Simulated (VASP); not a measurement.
# Sb4P (I4/mmm) in VASP: single point with PBE

Aim: the single point of Sb4P with PBE.

All numbers are computed with VASP 6.6.1; they aren't measurements. Logs are shortened: lines on timing, memory, paths and dates and some standing lists are left out, and cuts for length are marked.

### Step 1. The cell of the first run

It takes space group I4/mmm (No. 139, tetragonal). The conventional cell has a = 5.005 Å, b = 5.005 Å, c = 9.800 Å, α = 90.00°, β = 90.00°, γ = 90.00°. Sb (site symmetry 4mm) has 1 P at 2.32 Å within 3.1 Å. Sb (site symmetry mmm) has 2 P at 2.50 Å and 12 Sb at 3.41 to 3.59 Å within 3.6 Å. Within 3.1 Å of P (site symmetry 4/mmm) lie 6 Sb at 2.32 to 2.50 Å.

The cell was built from a structure type or drawn by symmetry, and may not be a known phase.

### Step 2. Single point, PBE

The input, INCAR:

```
PREC = Accurate ; ENCUT = 500
EDIFF = 1E-6 ; ISMEAR = 0
SIGMA = 0.1 ; LREAL = F
LASPH = T ; NELM = 120
ALGO = Normal ; ISIF = 2
LWAVE = F ; LCHARG = T
GGA = PE ; LELF = T
LVHAR = T ; NBANDS = 40
GGA_COMPAT = F
```

The input, KPOINTS:

```
Automatic mesh
0
Gamma
  6 6 6
```

The input, POSCAR:

```
Sb4P
1.0
   -2.5024379200      2.5024379200      4.8998349000
    2.5024379200     -2.5024379200      4.8998349000
    2.5024379200      2.5024379200     -4.8998349000
Sb P
4 1
Direct
    0.2370000000      0.2370000000      0.0000000000
    0.7630000000      0.7630000000      0.0000000000
    0.5000000000      0.0000000000      0.5000000000
    0.0000000000      0.5000000000      0.5000000000
    0.0000000000      0.0000000000      0.0000000000
```

Potentials or basis: VASP PAW PBE potentials, release 64 (Sb_d_GW, P).

Launch:

```console
$ cat potpaw_PBE.64/Sb_d_GW/POTCAR potpaw_PBE.64/P/POTCAR > POTCAR
$ mpirun -np 1 vasp_std > vasp.out
```

OUTCAR:

```text
PREC = Accurate
   ENCUT = 500
   EDIFF = 1E-6
   ISMEAR = 0
   LREAL = F
   LASPH = T
   NELM = 120
   ISIF = 2
   GGA = PE

 ion  position               nearest neighbor table
   1  0.237  0.237  0.000-   5 2.32   4 3.41   3 3.41   4 3.41   3 3.41
   2  0.763  0.763  0.000-   5 2.32   4 3.41   3 3.41   3 3.41   4 3.41
   3  0.500  0.000  0.500-   5 2.50   5 2.50   1 3.41   1 3.41   2 3.41   2 3.41
   4  0.000  0.500  0.500-   5 2.50   5 2.50   1 3.41   1 3.41   2 3.41   2 3.41
   5  0.000  0.000  0.000-   1 2.32   2 2.32   3 2.50   4 2.50   4 2.50   3 2.50

  LATTYP: Found a body centered tetragonal cell.
 ALAT       =     5.0048758400
 C/A-ratio  =     1.9580245571

  Lattice vectors:

 A1 = (  -2.5024379200,   2.5024379200,   4.8998349000)
 A2 = (   2.5024379200,  -2.5024379200,   4.8998349000)
 A3 = (   2.5024379200,   2.5024379200,  -4.8998349000)

Analysis of symmetry for initial positions (statically):
=====================================================================
 Subroutine PRICEL returns:
 Original cell was already a primitive cell.

 Routine SETGRP: Setting up the symmetry group for a
 body centered tetragonal supercell.

 Subroutine GETGRP returns: Found 16 space group operations
 (whereof 16 operations were pure point group operations)
 out of a pool of 16 trial point group operations.

The static configuration has the point symmetry D_4h.

Analysis of symmetry for dynamics (positions and initial velocities):
=====================================================================
 Subroutine PRICEL returns:
 Original cell was already a primitive cell.

 Routine SETGRP: Setting up the symmetry group for a
 body centered tetragonal supercell.

 Subroutine GETGRP returns: Found 16 space group operations
 (whereof 16 operations were pure point group operations)
 out of a pool of 16 trial point group operations.

The dynamic configuration has the point symmetry D_4h.

 Subroutine INISYM returns: Found 16 space group operations
 (whereof 16 operations are pure point group operations),
 and found     1 'primitive' translations

----------------------------------------------------------------------------------------

                                     Primitive cell

  volume of cell :     122.7349

  direct lattice vectors                    reciprocal lattice vectors
    -2.502437920  2.502437920  4.899834900     0.000000000  0.199805156  0.102044255
     2.502437920 -2.502437920  4.899834900     0.199805156  0.000000000  0.102044255
     2.502437920  2.502437920 -4.899834900     0.199805156  0.199805156  0.000000000

  length of vectors
     6.044234702  6.044234702  6.044234702     0.224354921  0.224354921  0.282567162

  position of ions in fractional coordinates (direct lattice)
     0.237000000  0.237000000  0.000000000
     0.763000000  0.763000000  0.000000000
     0.500000000  0.000000000  0.500000000
     0.000000000  0.500000000  0.500000000
     0.000000000  0.000000000  0.000000000

  ion indices of the primitive-cell ions
   primitive index   ion index
                 1           1
                 2           2
                 3           3
                 4           4
                 5           5

----------------------------------------------------------------------------------------

 KPOINTS: Automatic mesh

Automatic generation of k-mesh.
 Grid dimensions read from file:
 generate k-points for:    6    6    6

 Generating k-lattice:

  Cartesian coordinates                     Fractional coordinates (reciprocal lattice)
     0.000000000  0.033300859  0.017007376     0.166666667  0.000000000  0.000000000
     0.033300859  0.000000000  0.017007376     0.000000000  0.166666667  0.000000000
     0.033300859  0.033300859  0.000000000     0.000000000  0.000000000  0.166666667

  Length of vectors
     0.037392487  0.037392487  0.047094527

  Shift w.r.t. Gamma in fractional coordinates (k-lattice)
     0.000000000  0.000000000  0.000000000

 Subroutine IBZKPT returns following result:
 ===========================================

 Found     30 irreducible k-points:

 Following reciprocal coordinates:
            Coordinates               Weight
  0.000000  0.000000  0.000000      1.000000
  0.166667  0.000000 -0.000000      8.000000
  0.333333  0.000000  0.000000      8.000000
  0.500000  0.000000  0.000000      4.000000
  0.166667  0.166667 -0.000000      8.000000
  0.333333  0.166667  0.000000     16.000000
[... 16 lines left out ...]
 -0.333333 -0.333333  0.166667      8.000000
 -0.166667 -0.333333  0.166667      8.000000
 [... further k-points ...]
   k-points           NKPTS =     30   k-points in BZ     NKDIM =     30   number of bands    NBANDS=     40
   number of dos      NEDOS =    301   number of ions     NIONS =      5
   total plane-waves  NPLWV = 110592
   dimension x,y,z NGX =    48 NGY =   48 NGZ =   48
   dimension x,y,z NGXF=    96 NGYF=   96 NGZF=   96
   ions per type =               4   1
   NGX,Y,Z   is equivalent  to a cutoff of  13.20, 13.20, 13.20 a.u.
   NGXF,Y,Z  is equivalent  to a cutoff of  26.40, 26.40, 26.40 a.u.
 SYSTEM =  unknown system
   PREC   = accura    normal or accurate (medium, high low for compatibility)
   ISTART =      0    job   : 0-new  1-cont  2-samecut
   ICHARG =      2    charge: 1-file 2-atom 10-const
   ISPIN  =      1    spin polarized calculation?
   LNONCOLLINEAR =      F non collinear calculations
   LSORBIT =      F    spin-orbit coupling
   LASPH  =      T    aspherical Exc in radial PAW
   ENCUT  =  500.0 eV  36.75 Ry    6.06 a.u.  11.02 11.02 11.02*2*pi/ulx,y,z
   NELM   =    120;   NELMIN=  2; NELMDL= -5     # of ELM steps
   EDIFF  = 0.1E-05   stopping-criterion for ELM
   LREAL  =      F    real-space projection
   EDIFFG = 0.1E-04   stopping-criterion for IOM
   NSW    =      0    number of steps for IOM
   IBRION =     -1    ionic relax: 0-MD 1-quasi-New 2-CG
   NFREE  =      0    steps in history (QN), initial steepest desc. (CG)
   ISIF   =      2    stress and relaxation
   ISYM   =      2    0-nonsym 1-usesym 2-fastsym
   POTIM  = 0.5000    time-step for ionic-motion
   TEBEG  =    0.0;   TEEND  =   0.0 temperature during run
   PSTRESS=    0.0 pullay stress
   NELECT =      65.0000    total number of electrons
   NUPDOWN=      -1.0000    fix difference up-down
   EMIN   =  10.00;   EMAX   =-10.00  energy-range for DOS
   EFERMI =   0.00;   METHOD = LEGACY
   ISMEAR =     0;   SIGMA  =   0.10  broadening in eV -4-tet -1-fermi 0-gaus
   EFERMI_NEDOS =   21; number of points for ismear=-14 and -15
   IALGO  =     38    algorithm
   IMIX   =      4    mixing-type and parameters
     AMIX     =   0.40;   BMIX     =  1.00
     AMIX_MAG =   1.60;   BMIX_MAG =  1.00
  volume/ion in A,a.u.               =      24.55       165.65
  Fermi-wavevector in a.u.,A,eV,Ry     =   1.324514  2.502969 23.869213  1.754338
  Thomas-Fermi vector in A             =   2.454043
   LORBIT       =      0    0 simple, 1 ext, 2 COOP (PROOUT), +10 PAW based schemes
   GGA     = PE    functional components
   LHFCALC =     F    Hartree Fock is set to
   AEXX    =    0.0000 exact exchange contribution
   IVDW    =     0    specifies the selected vdW correction
   LEPSILON=     F    determine dielectric tensor
   LRPA    =     F    only Hartree local field effects (RPA)
 non-spin polarized calculation
 Gauss-broadening in eV      SIGMA  =   0.10
  energy-cutoff  :      500.00
  volume of cell :      122.73
 maximum number of plane-waves:      3145
 NGX is ok and might be reduce to    48
   NGX = 23   NGY = 23   NGZ = 23

 number of electron      65.0000012 magnetization

 Free energy of the ion-electron system (eV)
  ---------------------------------------------------
  ext. energy  EPLUGINS =         0.00000000
  ---------------------------------------------------
  free energy    TOTEN  =       -17.86040387 eV

  energy without entropy =      -17.84035074  energy(sigma->0) =      -17.85037730

 E-fermi :   6.5666     XC(G=0): -10.5738

 val. band max:        6.5425289494   @ k =   0.5000   0.5000   0.5000
 cond. band min:       6.5988941703   @ k =  -0.3333   0.3333   0.1667
 fundamental gap:      0.0563652209
 Fermi energy:         6.5666001888

 k-point     1 :       0.0000    0.0000    0.0000
  band No.  band energies     occupation
      1     -22.8631      2.00000
      2     -22.8291      2.00000
      3     -22.7727      2.00000
      4     -22.7727      2.00000
      5     -22.7703      2.00000
      6     -22.7703      2.00000
[... 32 lines left out ...]
     39      11.8160      0.00000
     40      13.4554      0.00000

 k-point     2 :       0.1667    0.0000   -0.0000
  band No.  band energies     occupation
      1     -22.8604      2.00000
      2     -22.8314      2.00000
      3     -22.7744      2.00000
      4     -22.7740      2.00000
      5     -22.7698      2.00000
      6     -22.7684      2.00000
[... 32 lines left out ...]
     39      11.6481      0.00000
     40      12.7031      0.00000

 k-point     3 :       0.3333    0.0000    0.0000
  band No.  band energies     occupation
      1     -22.8542      2.00000
      2     -22.8364      2.00000
      3     -22.7755      2.00000
      4     -22.7747      2.00000
      5     -22.7696      2.00000
      6     -22.7673      2.00000
[... 32 lines left out ...]
     39      12.2835      0.00000
     40      12.6381      0.00000

 k-point     4 :       0.5000    0.0000    0.0000
  band No.  band energies     occupation
      1     -22.8501      2.00000
      2     -22.8397      2.00000
      3     -22.7761      2.00000
      4     -22.7732      2.00000
      5     -22.7697      2.00000
      6     -22.7684      2.00000
[... 32 lines left out ...]
     39      12.7139      0.00000
     40      12.7989      0.00000
[... 772 lines left out ...]
     39      11.4580      0.00000
     40      11.6265      0.00000

 k-point    23 :      -0.3333   -0.3333    0.1667
  band No.  band energies     occupation
      1     -22.8532      2.00000
      2     -22.8405      2.00000
      3     -22.7799      2.00000
      4     -22.7776      2.00000
      5     -22.7675      2.00000
      6     -22.7657      2.00000
[... 32 lines left out ...]
     39      11.0286      0.00000
     40      11.5737      0.00000

 k-point    24 :      -0.1667   -0.3333    0.1667
  band No.  band energies     occupation
      1     -22.8572      2.00000
      2     -22.8367      2.00000
      3     -22.7789      2.00000
      4     -22.7778      2.00000
      5     -22.7666      2.00000
      6     -22.7665      2.00000
[... 32 lines left out ...]
     39      10.9782      0.00000
     40      11.5211      0.00000

 [... further k-points ...]

------------------------ aborting loop because EDIFF is reached ----------------------------------------

  FORCE on cell =-STRESS in cart. coord.  units (eV):
  Direction    XX          YY          ZZ          XY          YZ          ZX
  --------------------------------------------------------------------------------------
  -------------------------------------------------------------------------------------
  Total       10.0649631     10.0649631     13.3882149      0.0000000     -0.0000000      0.0000000
  in kB      131.3876995    131.3876995    174.7693188      0.0000000     -0.0000000      0.0000000
  external PRESSURE =     145.8482392 kB  Pullay stress =       0.0000000 kB

 VOLUME and BASIS-vectors are now :
 -----------------------------------------------------------------------------
  energy-cutoff  :      500.00
  volume of cell :      122.73
      direct lattice vectors                 reciprocal lattice vectors
    -2.502437920  2.502437920  4.899834900     0.000000000  0.199805156  0.102044255
     2.502437920 -2.502437920  4.899834900     0.199805156  0.000000000  0.102044255
     2.502437920  2.502437920 -4.899834900     0.199805156  0.199805156  0.000000000

 POSITION                                       TOTAL-FORCE (eV/Angst)
 -----------------------------------------------------------------------------------
      0.00000      0.00000      2.32252        -0.000000     -0.000000      3.933394
      0.00000      0.00000      7.47715        -0.000000     -0.000000     -3.933394
      0.00000      2.50244      0.00000         0.000000      0.000000     -0.000000
      2.50244      0.00000      0.00000         0.000000      0.000000      0.000000
      0.00000      0.00000      0.00000         0.000000      0.000000     -0.000000
 -----------------------------------------------------------------------------------
    total drift:                                0.000000      0.000000     -0.000000

  FREE ENERGIE OF THE ION-ELECTRON SYSTEM (eV)
  ---------------------------------------------------
  free  energy   TOTEN  =       -17.8604038719 eV

  energy  without entropy=      -17.8403507354  energy(sigma->0) =      -17.85037730
```

Run time: 3.2 min. Hardware: 1 thread of Intel Xeon Platinum 8488C (Sapphire Rapids), shared host; peak memory 0.39 GiB.

Results:

```
Free energy            : -17.8604 eV
Pressure               : 14.6 GPa
Largest force          : 3.933 eV/Å
Band gap on the k mesh : zero (an odd number of electrons rules out a gap without spin polarisation)
```

Forces in eV/Å, atoms in the order of the input:
```
Sb   0.000  0.000  3.933
Sb   0.000  0.000 -3.933
Sb   0.000  0.000  0.000
Sb   0.000  0.000  0.000
P    0.000  0.000  0.000
```

Caveat: the cell stands under pressure; spin-orbit coupling is left out, which moves the levels of the heavy elements; forces of over 1 eV/Å act on the atoms, so gaps and moduli don't describe the material at rest.
